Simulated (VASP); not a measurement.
Here is a VASP 6.6.1 calculation.

Contents of INCAR:

```
PREC = Accurate
ENCUT = 650
EDIFF = 1E-8
ISMEAR = -1
SIGMA = 0.03
LREAL = False
LASPH = True
NELM = 200
ALGO = Normal
ISIF = 2
LWAVE = False
LCHARG = False
MAGMOM = 0 0 0 0 0 0
LORBIT = 11
LSORBIT = True
GGA_COMPAT = False
LORBMOM = True
GGA = PE
LEFG = True
NBANDS = 22
```

The input KPOINTS:

```
Automatic mesh
0
Gamma
  8 8 8
```

Contents of POSCAR:

```
LiBr
1.0
    0.0000000000      2.7445000000      2.7445000000
    2.7445000000      0.0000000000      2.7445000000
    2.7445000000      2.7445000000      0.0000000000
Li Br
1 1
Direct
    0.0000000000      0.0000000000      0.0000000000
    0.5000000000      0.5000000000      0.5000000000
```

Potentials or basis: VASP PAW PBE potentials, release 64 (Li_sv, Br).

The run is started by

```bash
$ cat potpaw_PBE.64/Li_sv/POTCAR potpaw_PBE.64/Br/POTCAR > POTCAR
$ mpirun -np 1 vasp_ncl > vasp.out
```

(1) Predict the pressure.

(2) Estimate the net moment.

## Answers

(1) 0.2 GPa.

(2) 0.00 μB per cell.
